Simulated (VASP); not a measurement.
# Sb (Pm-3m) in VASP: notebook

Sb is run at these levels: PBEsol; tasks: relaxation of cell and atoms.

All numbers are computed with VASP 6.6.1; they aren't measurements. Logs are shortened: lines on timing, memory, paths and dates and some standing lists are left out, and cuts for length are marked.

**1. The cell of the first run**

The structure is cubic, space group Pm-3m (No. 221). The conventional cell has a = 3.062 Å, b = 3.062 Å, c = 3.062 Å, α = 90.00°, β = 90.00°, γ = 90.00°. Sb (site symmetry m-3m) has 6 Sb at 3.06 Å within 4.0 Å.

**2. Relaxation of cell and atoms, PBEsol**

INCAR reads:

```
SYSTEM = Sb
PREC     = Accurate       ! precision mode
ENCUT    = 600            ! plane-wave cutoff, eV
EDIFF    = 1E-6           ! SCF threshold, eV
ISMEAR   = 1              ! smearing method
SIGMA    = 0.1            ! smearing width, eV
LREAL    = .FALSE.        ! projectors in reciprocal space
LASPH    = .TRUE.         ! aspherical terms in the spheres
NELM     = 80             ! most SCF steps
ALGO     = Normal         ! electronic algorithm
ISIF     = 3              ! what is computed and relaxed
LWAVE    = .FALSE.        ! write WAVECAR
LCHARG   = .FALSE.        ! write CHGCAR
GGA      = PS             ! functional
IBRION   = 2              ! ionic algorithm
NSW      = 80             ! ionic steps
EDIFFG   = -0.03          ! ionic threshold
```

KPOINTS reads:

```
regular mesh
0
G
  14 14 14
  0 0 0
```

POSCAR reads:

```
Sb
1.0
    3.0615049020      0.0000000000      0.0000000000
    0.0000000000      3.0615049020      0.0000000000
    0.0000000000      0.0000000000      3.0615049020
Sb
1
Direct
    0.0000000000      0.0000000000      0.0000000000
```

Potentials or basis: VASP PAW PBE potentials, release 64 (Sb).

Run with:

```
> cat potpaw_PBE.64/Sb/POTCAR > POTCAR
> mpirun -np 1 vasp_std > vasp.out
```

OUTCAR:

```text
SYSTEM = Sb
   PREC = Accurate
   ENCUT = 600
   EDIFF = 1E-6
   ISMEAR = 1
   LREAL = .FALSE.
   LASPH = .TRUE.
   NELM = 80
   ISIF = 3
   GGA = PS
   IBRION = 2
   NSW = 80
   EDIFFG = -0.03

 ion  position               nearest neighbor table
   1  0.000  0.000  0.000-

  LATTYP: Found a simple cubic cell.
 ALAT       =     3.0615049020

  Lattice vectors:

 A1 = (   3.0615049020,   0.0000000000,   0.0000000000)
 A2 = (   0.0000000000,   3.0615049020,   0.0000000000)
 A3 = (   0.0000000000,   0.0000000000,   3.0615049020)

Analysis of symmetry for initial positions (statically):
=====================================================================
 Subroutine PRICEL returns:
 Original cell was already a primitive cell.

 Routine SETGRP: Setting up the symmetry group for a
 simple cubic supercell.

 Subroutine GETGRP returns: Found 48 space group operations
 (whereof 48 operations were pure point group operations)
 out of a pool of 48 trial point group operations.

The static configuration has the point symmetry O_h .

Analysis of symmetry for dynamics (positions and initial velocities):
=====================================================================
 Subroutine PRICEL returns:
 Original cell was already a primitive cell.

 Routine SETGRP: Setting up the symmetry group for a
 simple cubic supercell.

 Subroutine GETGRP returns: Found 48 space group operations
 (whereof 48 operations were pure point group operations)
 out of a pool of 48 trial point group operations.

The dynamic configuration has the point symmetry O_h .

 Subroutine INISYM returns: Found 48 space group operations
 (whereof 48 operations are pure point group operations),
 and found     1 'primitive' translations

----------------------------------------------------------------------------------------

                                     Primitive cell

  volume of cell :      28.6949

  direct lattice vectors                    reciprocal lattice vectors
     3.061504902  0.000000000  0.000000000     0.326636746  0.000000000  0.000000000
     0.000000000  3.061504902  0.000000000     0.000000000  0.326636746  0.000000000
     0.000000000  0.000000000  3.061504902     0.000000000  0.000000000  0.326636746

  length of vectors
     3.061504902  3.061504902  3.061504902     0.326636746  0.326636746  0.326636746

  position of ions in fractional coordinates (direct lattice)
     0.000000000  0.000000000  0.000000000

  ion indices of the primitive-cell ions
   primitive index   ion index
                 1           1

----------------------------------------------------------------------------------------

 KPOINTS: regular mesh

Automatic generation of k-mesh.
 Grid dimensions read from file:
 generate k-points for:   14   14   14

 Generating k-lattice:

  Cartesian coordinates                     Fractional coordinates (reciprocal lattice)
     0.023331196  0.000000000  0.000000000     0.071428571  0.000000000  0.000000000
     0.000000000  0.023331196  0.000000000     0.000000000  0.071428571  0.000000000
     0.000000000  0.000000000  0.023331196     0.000000000  0.000000000  0.071428571

  Length of vectors
     0.023331196  0.023331196  0.023331196

  Shift w.r.t. Gamma in fractional coordinates (k-lattice)
     0.000000000  0.000000000  0.000000000

 Subroutine IBZKPT returns following result:
 ===========================================

 Found    120 irreducible k-points:

 Following reciprocal coordinates:
            Coordinates               Weight
  0.000000  0.000000  0.000000      1.000000
  0.071429  0.000000  0.000000      6.000000
  0.142857  0.000000  0.000000      6.000000
  0.214286  0.000000  0.000000      6.000000
  0.285714  0.000000  0.000000      6.000000
  0.357143  0.000000  0.000000      6.000000
[... 16 lines left out ...]
  0.285714  0.214286  0.000000     24.000000
  0.357143  0.214286  0.000000     24.000000
 [... further k-points ...]
   k-points           NKPTS =    120   k-points in BZ     NKDIM =    120   number of bands    NBANDS=      6
   number of dos      NEDOS =    301   number of ions     NIONS =      1
   total plane-waves  NPLWV =  13824
   dimension x,y,z NGX =    24 NGY =   24 NGZ =   24
   dimension x,y,z NGXF=    48 NGYF=   48 NGZF=   48
   ions per type =               1
   NGX,Y,Z   is equivalent  to a cutoff of  13.03, 13.03, 13.03 a.u.
   NGXF,Y,Z  is equivalent  to a cutoff of  26.06, 26.06, 26.06 a.u.
 SYSTEM =  Sb
   PREC   = accura    normal or accurate (medium, high low for compatibility)
   ISTART =      0    job   : 0-new  1-cont  2-samecut
   ICHARG =      2    charge: 1-file 2-atom 10-const
   ISPIN  =      1    spin polarized calculation?
   LNONCOLLINEAR =      F non collinear calculations
   LSORBIT =      F    spin-orbit coupling
   LASPH  =      T    aspherical Exc in radial PAW
   ENCUT  =  600.0 eV  44.10 Ry    6.64 a.u.   6.11  6.11  6.11*2*pi/ulx,y,z
   NELM   =     80;   NELMIN=  2; NELMDL= -5     # of ELM steps
   EDIFF  = 0.1E-05   stopping-criterion for ELM
   LREAL  =      F    real-space projection
   EDIFFG = -.3E-01   stopping-criterion for IOM
   NSW    =     80    number of steps for IOM
   IBRION =      2    ionic relax: 0-MD 1-quasi-New 2-CG
   NFREE  =      1    steps in history (QN), initial steepest desc. (CG)
   ISIF   =      3    stress and relaxation
   ISYM   =      2    0-nonsym 1-usesym 2-fastsym
   POTIM  = 0.5000    time-step for ionic-motion
   TEBEG  =    0.0;   TEEND  =   0.0 temperature during run
   PSTRESS=    0.0 pullay stress
   NELECT =       5.0000    total number of electrons
   NUPDOWN=      -1.0000    fix difference up-down
   EMIN   =  10.00;   EMAX   =-10.00  energy-range for DOS
   EFERMI =   0.00;   METHOD = LEGACY
   ISMEAR =     1;   SIGMA  =   0.10  broadening in eV -4-tet -1-fermi 0-gaus
   EFERMI_NEDOS =   21; number of points for ismear=-14 and -15
   IALGO  =     38    algorithm
   IMIX   =      4    mixing-type and parameters
     AMIX     =   0.40;   BMIX     =  1.00
     AMIX_MAG =   1.60;   BMIX_MAG =  1.00
  volume/ion in A,a.u.               =      28.69       193.64
  Fermi-wavevector in a.u.,A,eV,Ry     =   0.914387  1.727940 11.375871  0.836103
  Thomas-Fermi vector in A             =   2.039008
   LORBIT       =      0    0 simple, 1 ext, 2 COOP (PROOUT), +10 PAW based schemes
   GGA     = PS    functional components
   LHFCALC =     F    Hartree Fock is set to
   AEXX    =    0.0000 exact exchange contribution
   IVDW    =     0    specifies the selected vdW correction
   LEPSILON=     F    determine dielectric tensor
   LRPA    =     F    only Hartree local field effects (RPA)
 conjugate gradient relaxation of ions
 non-spin polarized calculation
 Methfessel and Paxton  Order N= 1 SIGMA  =   0.10
  energy-cutoff  :      600.00
  volume of cell :       28.69
 maximum number of plane-waves:       976
   NGX = 13   NGY = 13   NGZ = 13

 number of electron       4.9999999 magnetization

 Free energy of the ion-electron system (eV)
  ---------------------------------------------------
  ext. energy  EPLUGINS =         0.00000000
  ---------------------------------------------------
  free energy    TOTEN  =        -4.53542640 eV

  energy without entropy =       -4.53500639  energy(sigma->0) =       -4.53528640

 E-fermi :   7.4277     XC(G=0):  -9.9169

 val. band max:        7.4163122561   @ k =   0.2857   0.2143   0.0000
 cond. band min:       7.4710672450   @ k =   0.5000   0.2857   0.2143
 fundamental gap:      0.0547549889
 Fermi energy:         7.4276981057

 k-point     1 :       0.0000    0.0000    0.0000
  band No.  band energies     occupation
      1      -5.2218      2.00000
      2      10.8435      0.00000
      3      10.8435      0.00000
      4      10.8435      0.00000
      5      14.4745      0.00000
      6      14.4745      0.00000

 k-point     2 :       0.0714    0.0000    0.0000
  band No.  band energies     occupation
      1      -5.1446      2.00000
      2       9.8514      0.00000
      3      10.9206      0.00000
      4      10.9206      0.00000
      5      14.5346      0.00000
      6      15.0722      0.00000

 k-point     3 :       0.1429    0.0000    0.0000
  band No.  band energies     occupation
      1      -4.9151      2.00000
      2       8.0725     -0.00000
      3      11.1464      0.00000
      4      11.1464      0.00000
      5      14.7139      0.00000
      6      15.5237      0.00000

 k-point     4 :       0.2143    0.0000    0.0000
  band No.  band energies     occupation
      1      -4.5401      2.00000
      2       6.2541      2.00000
      3      11.5027      0.00000
      4      11.5027      0.00000
      5      15.0097      0.00000
      6      15.8990      0.00000

 k-point     5 :       0.2857    0.0000    0.0000
  band No.  band energies     occupation
      1      -4.0376      2.00000
      2       4.5709      2.00000
      3      11.9533      0.00000
      4      11.9533      0.00000
      5      15.4140      0.00000
      6      16.3686      0.00000
[... 136 lines left out ...]
 k-point    21 :       0.5000    0.1429    0.0000
  band No.  band energies     occupation
      1      -2.3401      2.00000
      2       1.9055      2.00000
      3      10.3936      0.00000
      4      13.2997      0.00000
      5      14.9979      0.00000
      6      17.7706      0.00000

 k-point    22 :       0.2143    0.2143    0.0000
  band No.  band energies     occupation
      1      -3.8572      2.00000
      2       6.6992      2.00000
      3       7.1389      2.00034
      4      12.1674      0.00000
      5      15.9088      0.00000
      6      17.3854      0.00000

 k-point    23 :       0.2857    0.2143    0.0000
  band No.  band energies     occupation
      1      -3.3530      2.00000
      2       5.2074      2.00000
      3       7.4163      1.19133
      4      12.6222      0.00000
      5      15.6314      0.00000
      6      16.7061      0.00000

 k-point    24 :       0.3571    0.2143    0.0000
  band No.  band energies     occupation
      1      -2.7649      2.00000
      2       3.7630      2.00000
      3       7.9308     -0.00000
      4      13.1066      0.00000
      5      14.5441      0.00000
      6      17.1311      0.00000

 [... further k-points ...]

------------------------ aborting loop because EDIFF is reached ----------------------------------------

  FORCE on cell =-STRESS in cart. coord.  units (eV):
  Direction    XX          YY          ZZ          XY          YZ          ZX
  --------------------------------------------------------------------------------------
  -------------------------------------------------------------------------------------
  Total        0.0181959      0.0181959      0.0181959     -0.0000000      0.0000000      0.0000000
  in kB        1.0159641      1.0159641      1.0159641     -0.0000000      0.0000000      0.0000000
  external PRESSURE =       1.0159641 kB  Pullay stress =       0.0000000 kB

 VOLUME and BASIS-vectors are now :
 -----------------------------------------------------------------------------
  energy-cutoff  :      600.00
  volume of cell :       28.69
      direct lattice vectors                 reciprocal lattice vectors
     3.061504902  0.000000000  0.000000000     0.326636746  0.000000000  0.000000000
     0.000000000  3.061504902  0.000000000     0.000000000  0.326636746  0.000000000
     0.000000000  0.000000000  3.061504902     0.000000000  0.000000000  0.326636746

 POSITION                                       TOTAL-FORCE (eV/Angst)
 -----------------------------------------------------------------------------------
      0.00000      0.00000      0.00000         0.000000      0.000000      0.000000
 -----------------------------------------------------------------------------------
    total drift:                               -0.000000      0.000000      0.000000

  FREE ENERGIE OF THE ION-ELECTRON SYSTEM (eV)
  ---------------------------------------------------
  free  energy   TOTEN  =        -4.5354263974 eV

  energy  without entropy=       -4.5350063902  energy(sigma->0) =       -4.53528640

 reached required accuracy - stopping structural energy minimisation
```

Run time: 10 s. Hardware: 1 thread of Intel Xeon Platinum 8375C at 2.90GHz (Ice Lake), shared host; peak memory 0.16 GiB.

Results:

```yaml
Free_energy: -4.5354 eV
Pressure_after_relaxing: 0.1 GPa
```

Final structure:
```
CELL_PARAMETERS angstrom
3.06150 0.00000 0.00000
0.00000 3.06150 0.00000
0.00000 0.00000 3.06150
ATOMIC_POSITIONS crystal
Sb 0.00000 0.00000 0.00000
```

Caveat: the relaxation stopped at its first step, so nothing moved; the PAW data sets were made with another functional, which shifts forces and pressure a little; spin-orbit coupling is left out, which moves the levels of the heavy elements.

(Continued in part 2 of 2.)
